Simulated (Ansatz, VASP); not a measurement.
# Two plane-wave programs on SiC2

The input POSCAR:

```
SiC2
1.0
    2.9301444276      0.0000000000      0.0000000000
   -1.4650722138      2.5375795110      0.0000000000
    0.0000000000      0.0000000000      7.1754817305
C Si
4 2
Direct
    0.0000000000      0.0000000000     -0.0197225612
    0.6666666667      0.3333333333      0.6910394813
    0.3333333333      0.6666666667      0.3353027557
    0.6666666667      0.3333333333      0.9057115828
    0.3333333333      0.6666666667      0.5953175289
    0.0000000000      0.0000000000      0.2423512125
```

File INCAR.step1:

```
  PREC = Accurate
  ENCUT = 520
  ISMEAR = 0
  SIGMA = 0.01
  LREAL = F
  LASPH = T
  NELM = 100
  NBANDS = 21
  GGA = PE
  ALGO = Normal
  EDIFF = 1E-4
  LWAVE = T
  LCHARG = F
```

File INCAR.step2:

```
  PREC = Accurate
  ENCUT = 520
  EDIFF = 1E-7
  ISMEAR = 0
  SIGMA = 0.01
  LREAL = F
  LASPH = T
  NELM = 100
  ALGO = Normal
  ISIF = 2
  LWAVE = F
  LCHARG = F
  METAGGA = R2SCAN
  LMIXTAU = T
  NBANDS = 21
  ISTART = 1
```

File KPOINTS:

```
Automatic mesh
0
Gamma
  12 12 4
```

Input for Ansatz:

```yaml
crystal:
  lattice:
    - [2.9301444276, 0.0, 0.0]
    - [-1.4650722138, 2.537579511, 0.0]
    - [0.0, 0.0, 7.1754817305]
  atoms:
    - { symbol: C, position: [0.0, 0.0, -0.0197225612] }
    - { symbol: C, position: [0.6666666667, 0.3333333333, 0.6910394813] }
    - { symbol: C, position: [0.3333333333, 0.6666666667, 0.3353027557] }
    - { symbol: C, position: [0.6666666667, 0.3333333333, 0.9057115828] }
    - { symbol: Si, position: [0.3333333333, 0.6666666667, 0.5953175289] }
    - { symbol: Si, position: [0.0, 0.0, 0.2423512125] }
kpoints:
  mp_grid: { grid: [12, 12, 4] }
  band_path:
    path:
      - [0.0, 0.0, 0.0]
      - [0.5, 0.0, 0.0]
      - [0.3333333333, 0.3333333333, 0.0]
      - [0.0, 0.0, 0.5]
      - [0.5, 0.0, 0.5]
      - [0.3333333333, 0.3333333333, 0.5]
      - [0.0, 0.5, 0.0]
    npoints: 1
hamiltonian:
  xc: r2scan
scf:
  occupations: { method: fixed }
  n_extra_bands: 5
output:
  forces: true
  stress: true
  eigenvalues: true
```

Alike in both runs: task single point; functional r2SCAN; k mesh 12 × 12 × 4; no spin polarisation.

|  | VASP | Ansatz |
| --- | --- | --- |
| version | VASP 6.6.1 | Ansatz 0.2.0 |
| potentials or method | VASP PAW PBE potentials, release 64 (C, Si) | plane waves, PAW |
| plane-wave cutoff (eV) | 520 | 500 |
| occupations | gaussian, width 0.01 eV | fixed |
| valence electrons in the cell | 24 | 24 |

```tsv
	VASP	Ansatz	Ansatz less VASP
gap on the k mesh at the Fermi level (eV)	1.64	1.63	-0.008
pressure (GPa)	-0.1	0.0	+0.07
rms of the force components (eV/Å)	0.019	0.000	-0.0193
```

VASP's potentials were made for PBE, not for r2SCAN. Atom by atom the forces differ by 0.019 eV/Å (rms over components).
